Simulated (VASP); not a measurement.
SiO2, 12 atoms in the cell. The cell holds a sheet with vacuum, 12 atoms: a = 5.420 Å, b = 5.420 Å, c = 18.000 Å, α = 90.00°, β = 90.00°, γ = 120.00°. 

```yaml
Program: VASP 6.6.1
Task: relaxation of the atoms
Functional: r2SCAN
Potentials_or_basis: VASP PAW PBE potentials, release 64 (Si, O)
Cutoff: 520 eV
k_mesh: 4 × 4 × 1
Occupations: gaussian, width 0.02 eV
Spin: no spin polarisation
Dipole_correction: yes
Further_INCAR_settings: ALGO = Normal; EDIFF = 1e-06; IBRION = 2; EDIFFG = -0.005; NSW = 80
```

Potentials or basis: VASP PAW PBE potentials, release 64 (Si, O).

Run with:

```sh
$ cat potpaw_PBE.64/Si/POTCAR potpaw_PBE.64/O/POTCAR > POTCAR
$ cp INCAR.step1 INCAR
$ mpirun -np 1 vasp_std > vasp.out
$ cp INCAR.step2 INCAR
$ mpirun -np 1 vasp_std > vasp.out
```

Hardware: 1 thread of Oxide Virtual Turin-like Processor, with other jobs on the host.

Problem. How long does it take, and how much memory?

Solution. Run time: 54 min on 1 thread of Oxide Virtual Turin-like Processor (shared host), peak memory 0.6 GiB. Counts: k points 4, ion steps 5.
